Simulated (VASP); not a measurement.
# Sn2C3 (F-43m) in VASP: relaxation of cell and atoms with PBE

Aim: the relaxation of cell and atoms of Sn2C3 with PBE.

All numbers are computed with VASP 6.6.1; they aren't measurements. Logs are shortened: lines on timing, memory, paths and dates and some standing lists are left out, and cuts for length are marked.

## (1) The cell of the first run

It takes space group F-43m (No. 216, cubic). Conventional cell: a = 9.084 Å, b = 9.084 Å, c = 9.084 Å, α = 90.00°, β = 90.00°, γ = 90.00°. Sn (site symmetry 3m) has 3 Sn at 2.32 Å and 3 C at 2.92 Å within 3.1 Å. C (site symmetry 2mm) has 4 C at 1.44 Å within 1.9 Å.

The cell was built from a structure type or drawn by symmetry, and may not be a known phase.

## (2) Relaxation of cell and atoms, PBE

The input, INCAR:

```
SYSTEM = Sn2C3
ALGO = Normal
EDIFF = 1E-7
EDIFFG = -0.08
ENCUT = 600
GGA = PE
GGA_COMPAT = .FALSE.
IBRION = 2
ISIF = 3
ISMEAR = 0
LASPH = .TRUE.
LCHARG = .FALSE.
LREAL = .FALSE.
LWAVE = .FALSE.
NELM = 120
NELMIN = 4
NSW = 36
PREC = Accurate
SIGMA = 0.2
```

The input, KPOINTS:

```
k-points
0
G
  3 3 3
  0 0 0
```

The input, POSCAR:

```
Sn2C3
1.0
    0.0000000000      4.5419650600      4.5419650600
    4.5419650600      0.0000000000      4.5419650600
    4.5419650600      4.5419650600      0.0000000000
Sn C
4 6
Direct
    0.3404271100      0.3404271100      0.3404271100
    0.3404271100      0.3404271100      0.9787186700
    0.3404271100      0.9787186700      0.3404271100
    0.9787186700      0.3404271100      0.3404271100
    0.8882347900      0.1117652100      0.1117652100
    0.1117652100      0.8882347900      0.8882347900
    0.1117652100      0.8882347900      0.1117652100
    0.8882347900      0.1117652100      0.8882347900
    0.1117652100      0.1117652100      0.8882347900
    0.8882347900      0.8882347900      0.1117652100
```

Potentials or basis: VASP PAW PBE potentials, release 64 (Sn_d, C).

Run with:

```sh
cat potpaw_PBE.64/Sn_d/POTCAR potpaw_PBE.64/C/POTCAR > POTCAR
mpirun -np 1 vasp_std > vasp.out
```

OUTCAR:

```text
SYSTEM = Sn2C3
   EDIFF = 1E-7
   EDIFFG = -0.08
   ENCUT = 600
   GGA = PE
   IBRION = 2
   ISIF = 3
   ISMEAR = 0
   LASPH = .TRUE.
   LREAL = .FALSE.
   NELM = 120
   NELMIN = 4
   NSW = 36
   PREC = Accurate

 ion  position               nearest neighbor table
   1  0.340  0.340  0.340-   2 2.32   3 2.32   4 2.32
   2  0.340  0.340  0.979-   1 2.32   3 2.32   4 2.32
   3  0.340  0.979  0.340-   1 2.32   2 2.32   4 2.32
   4  0.979  0.340  0.340-   1 2.32   2 2.32   3 2.32
   5  0.888  0.112  0.112-   7 1.44   8 1.44   9 1.44  10 1.44   6 2.03
   6  0.112  0.888  0.888-   7 1.44   8 1.44   9 1.44  10 1.44   5 2.03
   7  0.112  0.888  0.112-   5 1.44   6 1.44   9 1.44  10 1.44   8 2.03
   8  0.888  0.112  0.888-   5 1.44   6 1.44   9 1.44  10 1.44   7 2.03
   9  0.112  0.112  0.888-   5 1.44   6 1.44   7 1.44   8 1.44  10 2.03
  10  0.888  0.888  0.112-   5 1.44   6 1.44   7 1.44   8 1.44   9 2.03

  LATTYP: Found a face centered cubic cell.
 ALAT       =     9.0839301200

  Lattice vectors:

 A1 = (   0.0000000000,   4.5419650600,   4.5419650600)
 A2 = (   4.5419650600,   0.0000000000,   4.5419650600)
 A3 = (   4.5419650600,   4.5419650600,   0.0000000000)

Analysis of symmetry for initial positions (statically):
=====================================================================
 Subroutine PRICEL returns:
 Original cell was already a primitive cell.

 Routine SETGRP: Setting up the symmetry group for a
 face centered cubic supercell.

 Subroutine GETGRP returns: Found 24 space group operations
 (whereof 24 operations were pure point group operations)
 out of a pool of 48 trial point group operations.

The static configuration has the point symmetry T_d .

Analysis of symmetry for dynamics (positions and initial velocities):
=====================================================================
 Subroutine PRICEL returns:
 Original cell was already a primitive cell.

 Routine SETGRP: Setting up the symmetry group for a
 face centered cubic supercell.

 Subroutine GETGRP returns: Found 24 space group operations
 (whereof 24 operations were pure point group operations)
 out of a pool of 48 trial point group operations.

The dynamic configuration has the point symmetry T_d .

 Subroutine INISYM returns: Found 24 space group operations
 (whereof 24 operations are pure point group operations),
 and found     1 'primitive' translations

----------------------------------------------------------------------------------------

                                     Primitive cell

  volume of cell :     187.3965

  direct lattice vectors                    reciprocal lattice vectors
     0.000000000  4.541965060  4.541965060    -0.110084510  0.110084510  0.110084510
     4.541965060  0.000000000  4.541965060     0.110084510 -0.110084510  0.110084510
     4.541965060  4.541965060  0.000000000     0.110084510  0.110084510 -0.110084510

  length of vectors
     6.423308588  6.423308588  6.423308588     0.190671965  0.190671965  0.190671965

  position of ions in fractional coordinates (direct lattice)
     0.340427110  0.340427110  0.340427110
     0.340427110  0.340427110  0.978718670
     0.340427110  0.978718670  0.340427110
     0.978718670  0.340427110  0.340427110
     0.888234790  0.111765210  0.111765210
     0.111765210  0.888234790  0.888234790
     0.111765210  0.888234790  0.111765210
     0.888234790  0.111765210  0.888234790
     0.111765210  0.111765210  0.888234790
     0.888234790  0.888234790  0.111765210

  ion indices of the primitive-cell ions
   primitive index   ion index
                 1           1
                 2           2
                 3           3
                 4           4
                 5           5
                 6           6
                 7           7
                 8           8
                 9           9
                10          10

----------------------------------------------------------------------------------------

 KPOINTS: k-points

Automatic generation of k-mesh.
 Grid dimensions read from file:
 generate k-points for:    3    3    3

 Generating k-lattice:

  Cartesian coordinates                     Fractional coordinates (reciprocal lattice)
    -0.036694837  0.036694837  0.036694837     0.333333333  0.000000000  0.000000000
     0.036694837 -0.036694837  0.036694837     0.000000000  0.333333333  0.000000000
     0.036694837  0.036694837 -0.036694837     0.000000000  0.000000000  0.333333333

  Length of vectors
     0.063557322  0.063557322  0.063557322

  Shift w.r.t. Gamma in fractional coordinates (k-lattice)
     0.000000000  0.000000000  0.000000000

 Subroutine IBZKPT returns following result:
 ===========================================

 Found      4 irreducible k-points:

 Following reciprocal coordinates:
            Coordinates               Weight
  0.000000  0.000000  0.000000      1.000000
  0.333333  0.000000  0.000000      8.000000
  0.333333  0.333333  0.000000      6.000000
 -0.333333  0.333333  0.000000     12.000000
   k-points           NKPTS =      4   k-points in BZ     NKDIM =      4   number of bands    NBANDS=     48
   number of dos      NEDOS =    301   number of ions     NIONS =     10
   total plane-waves  NPLWV = 157464
   dimension x,y,z NGX =    54 NGY =   54 NGZ =   54
   dimension x,y,z NGXF=   108 NGYF=  108 NGZF=  108
   ions per type =               4   6
   NGX,Y,Z   is equivalent  to a cutoff of  13.98, 13.98, 13.98 a.u.
   NGXF,Y,Z  is equivalent  to a cutoff of  27.95, 27.95, 27.95 a.u.
 SYSTEM =  Sn2C3
   PREC   = accura    normal or accurate (medium, high low for compatibility)
   ISTART =      0    job   : 0-new  1-cont  2-samecut
   ICHARG =      2    charge: 1-file 2-atom 10-const
   ISPIN  =      1    spin polarized calculation?
   LNONCOLLINEAR =      F non collinear calculations
   LSORBIT =      F    spin-orbit coupling
   LASPH  =      T    aspherical Exc in radial PAW
   ENCUT  =  600.0 eV  44.10 Ry    6.64 a.u.  12.83 12.83 12.83*2*pi/ulx,y,z
   NELM   =    120;   NELMIN=  4; NELMDL= -5     # of ELM steps
   EDIFF  = 0.1E-06   stopping-criterion for ELM
   LREAL  =      F    real-space projection
   EDIFFG = -.8E-01   stopping-criterion for IOM
   NSW    =     36    number of steps for IOM
   IBRION =      2    ionic relax: 0-MD 1-quasi-New 2-CG
   NFREE  =      1    steps in history (QN), initial steepest desc. (CG)
   ISIF   =      3    stress and relaxation
   ISYM   =      2    0-nonsym 1-usesym 2-fastsym
   POTIM  = 0.5000    time-step for ionic-motion
   TEBEG  =    0.0;   TEEND  =   0.0 temperature during run
   PSTRESS=    0.0 pullay stress
   NELECT =      80.0000    total number of electrons
   NUPDOWN=      -1.0000    fix difference up-down
   EMIN   =  10.00;   EMAX   =-10.00  energy-range for DOS
   EFERMI =   0.00;   METHOD = LEGACY
   ISMEAR =     0;   SIGMA  =   0.20  broadening in eV -4-tet -1-fermi 0-gaus
   EFERMI_NEDOS =   21; number of points for ismear=-14 and -15
   IALGO  =     38    algorithm
   IMIX   =      4    mixing-type and parameters
     AMIX     =   0.40;   BMIX     =  1.00
     AMIX_MAG =   1.60;   BMIX_MAG =  1.00
  volume/ion in A,a.u.               =      18.74       126.46
  Fermi-wavevector in a.u.,A,eV,Ry     =   1.232682  2.329431 20.674118  1.519505
  Thomas-Fermi vector in A             =   2.367442
   LORBIT       =      0    0 simple, 1 ext, 2 COOP (PROOUT), +10 PAW based schemes
   GGA     = PE    functional components
   LHFCALC =     F    Hartree Fock is set to
   AEXX    =    0.0000 exact exchange contribution
   IVDW    =     0    specifies the selected vdW correction
   LEPSILON=     F    determine dielectric tensor
   LRPA    =     F    only Hartree local field effects (RPA)
 conjugate gradient relaxation of ions
 non-spin polarized calculation
 Gauss-broadening in eV      SIGMA  =   0.20
  energy-cutoff  :      600.00
  volume of cell :      187.40
 maximum number of plane-waves:      6269
 NGX is ok and might be reduce to    54
   NGX = 25   NGY = 25   NGZ = 25

--------------------------------------- Ionic step        1  -------------------------------------------

 number of electron      80.0000005 magnetization

 Free energy of the ion-electron system (eV)
  ---------------------------------------------------
  ext. energy  EPLUGINS =         0.00000000
  ---------------------------------------------------
  free energy    TOTEN  =       -36.36999691 eV

  energy without entropy =      -36.16665579  energy(sigma->0) =      -36.26832635

 E-fermi :   5.2474     XC(G=0):  -9.0085

 val. band max:        5.2115640411   @ k =   0.3333   0.0000   0.0000
 cond. band min:       5.2945960537   @ k =   0.3333   0.0000   0.0000
 fundamental gap:      0.0830320126
 Fermi energy:         5.2474050329

 k-point     1 :       0.0000    0.0000    0.0000
  band No.  band energies     occupation
      1     -23.3254      2.00000
      2     -18.6562      2.00000
      3     -17.8473      2.00000
      4     -17.8473      2.00000
      5     -17.8473      2.00000
      6     -17.6632      2.00000
[... 234 lines left out ...]
  energy  without entropy=      -36.1666557926  energy(sigma->0) =      -36.26832635

--------------------------------------- Ionic step        2  -------------------------------------------

 number of electron      79.9999988 magnetization

 E-fermi :  -0.1545     XC(G=0):  -6.5990

 val. band max:       -0.1905626339   @ k =   0.3333   0.3333   0.0000
 cond. band min:       0.0692939780   @ k =   0.0000   0.0000   0.0000
 fundamental gap:      0.2598566119
 Fermi energy:        -0.1544536379

 k-point     1 :       0.0000    0.0000    0.0000
  band No.  band energies     occupation
      1     -21.5783      2.00000
      2     -21.5783      2.00000
      3     -21.5742      2.00000
      4     -21.5614      2.00000
      5     -21.5614      2.00000
      6     -21.5614      2.00000
[... 274 lines left out ...]
  FREE ENERGIE OF THE ION-ELECTRON SYSTEM (eV)
  ---------------------------------------------------
  free  energy   TOTEN  =       -34.9958403461 eV

  energy  without entropy=      -34.8760815230  energy(sigma->0) =      -34.93596093

[... ionic steps 4 to 11 ...]

--------------------------------------- Ionic step       12  -------------------------------------------

 number of electron      80.0000005 magnetization

------------------------ aborting loop because EDIFF is reached ----------------------------------------

  FORCE on cell =-STRESS in cart. coord.  units (eV):
  Direction    XX          YY          ZZ          XY          YZ          ZX
  --------------------------------------------------------------------------------------
  -------------------------------------------------------------------------------------
  Total       -3.8416534     -3.8416534     -3.8416534     -0.0000000     -0.0000000      0.0000000
  in kB      -28.4068103    -28.4068103    -28.4068103     -0.0000000     -0.0000000      0.0000000
  external PRESSURE =     -28.4068103 kB  Pullay stress =       0.0000000 kB
[... 73 lines left out ...]
  energy  without entropy=      -53.1262051574  energy(sigma->0) =      -53.19734332

--------------------------------------- Ionic step       14  -------------------------------------------

 number of electron      80.0000001 magnetization

 Free energy of the ion-electron system (eV)
  ---------------------------------------------------
  ext. energy  EPLUGINS =         0.00000000
  ---------------------------------------------------
  free energy    TOTEN  =       -53.33106226 eV

  energy without entropy =      -53.19552892  energy(sigma->0) =      -53.26329559

 E-fermi :   4.4893     XC(G=0):  -8.8328

 val. band max:        4.4084450758   @ k =  -0.3333   0.3333   0.0000
 cond. band min:       4.5487021189   @ k =   0.0000   0.0000   0.0000
 fundamental gap:      0.1402570431
 Fermi energy:         4.4892878557

 k-point     1 :       0.0000    0.0000    0.0000
  band No.  band energies     occupation
      1     -18.9795      2.00000
      2     -17.0561      2.00000
      3     -17.0561      2.00000
      4     -17.0362      2.00000
      5     -17.0268      2.00000
      6     -17.0268      2.00000
[... 230 lines left out ...]
  FREE ENERGIE OF THE ION-ELECTRON SYSTEM (eV)
  ---------------------------------------------------
  free  energy   TOTEN  =       -53.3310622632 eV

  energy  without entropy=      -53.1955289159  energy(sigma->0) =      -53.26329559

 reached required accuracy - stopping structural energy minimisation
```

Run time: 22 min. Hardware: 1 thread of Intel Xeon 8259CL, shared host; peak memory 0.43 GiB.

What came out:

| Property | Result |
| --- | --- |
| Free energy | -53.3311 eV |
| Relaxed volume | 21.30 Å³/atom |
| Relaxed cell | a = 6.703 Å, b = 6.703 Å, c = 6.703 Å, α = 60.00°, β = 60.00°, γ = 60.00° |
| Space group after relaxing (to 0.1 Å) | F-43m (No. 216) |
| Energy gained by relaxing | 1696.1 meV/atom |
| Ionic steps | 14 |
| Pressure after relaxing | -0.3 GPa |
| Largest force after relaxing | 0.053 eV/Å |
| Band gap on the k mesh | zero (bands 40 and 41 overlap by 0.41 eV) |

Forces on the atoms (eV/Å):
```
Sn  -0.003 -0.003 -0.003
Sn   0.003  0.003 -0.003
Sn   0.003 -0.003  0.003
Sn  -0.003  0.003  0.003
C    0.053  0.000  0.000
C   -0.053  0.000  0.000
C    0.000  0.053  0.000
C    0.000 -0.053  0.000
C    0.000  0.000  0.053
C    0.000  0.000 -0.053
```

The path:
| step | energy change (eV) | largest force (eV/Å) | pressure (GPa) | volume (Å³) |
| --- | --- | --- | --- | --- |
| 1 | 0.0000 | 19.8288 | 49.97 | 187.40 |
| 2 | 4.4418 | 1.8697 | -9.74 | 394.78 |
| 3 | 1.3742 | 2.4726 | -11.11 | 359.31 |
| 4 | -1.6203 | 3.0224 | -12.39 | 329.37 |
| 5 | -11.5716 | 4.0674 | -12.70 | 251.75 |
| 6 | -14.8432 | 2.7067 | -4.85 | 217.99 |
| 7 | -14.8767 | 2.9504 | -1.09 | 210.69 |
| 8 | -14.9141 | 2.5378 | -2.86 | 213.82 |
| 9 | -16.2629 | 1.4587 | 2.51 | 207.27 |
| 10 | -16.2629 | 1.4549 | 2.54 | 207.24 |
| 11 | -16.7661 | 0.6565 | -1.21 | 212.83 |
| 12 | -16.8370 | 0.7995 | -2.84 | 216.67 |
| 13 | -16.8985 | 0.7297 | 1.66 | 210.61 |
| 14 | -16.9611 | 0.0534 | -0.32 | 212.97 |

Final structure:
```
Sn C
1.0
     0.00000    4.73983    4.73983
     4.73983    0.00000    4.73983
     4.73983    4.73983    0.00000
Sn C
4 6
Direct
  0.38099 0.38099 0.38099
  0.38099 0.38099 0.85703
  0.38099 0.85703 0.38099
  0.85703 0.38099 0.38099
  0.87966 0.12034 0.12034
  0.12034 0.87966 0.87966
  0.12034 0.87966 0.12034
  0.87966 0.12034 0.87966
  0.12034 0.12034 0.87966
  0.87966 0.87966 0.12034
```

Caveat: the k points lie up to 0.38 Å⁻¹ apart in the final cell; semilocal functionals underestimate gaps, so a narrow gap can read as zero; spin-orbit coupling is left out, which moves the levels of the heavy elements; the relaxation stopped at a loose force limit of 0.08 eV/Å, so its end isn't a converged minimum.
